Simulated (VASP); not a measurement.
The system is GaN.

```
CELL_PARAMETERS angstrom
3.15866 0.00000 0.00000
-1.57933 2.73548 0.00000
0.00000 0.00000 5.13133
ATOMIC_POSITIONS crystal
Ga 0.66667 0.33333 0.50000
Ga 0.33333 0.66667 0.00000
N 0.66667 0.33333 0.87500
N 0.33333 0.66667 0.37500
```

Program: VASP 6.6.1. Alike in all runs: task single point; no spin polarisation; cell as given; k mesh 10 × 10 × 5; smearing fermi-dirac 0.05 eV.

Question: Order these runs on this cell by their pressure, lowest first.
A. level b88 exchange, pbe correlation; potentials or basis VASP PAW PBE potentials, release 64 (Ga_d, N); cutoff (eV) 600
B. level r2SCAN+D4; potentials or basis VASP PAW PBE potentials, release 64 (Ga_d, N_h); cutoff (eV) 910
C. level PBE exchange alone; potentials or basis VASP PAW PBE potentials, release 64 (Ga_d, N); cutoff (eV) 520

Answer: B (4.3 GPa), A (11.1 GPa), C (31.9 GPa).

Caveats: the cell stands under pressure; the PAW data sets were made with another functional, which shifts forces and pressure a little (at least some runs); the cutoff is under 1.25 times the usual one of these potentials, so pressure, stress and relaxed cells hold a basis-set (Pulay) error (at least some runs).
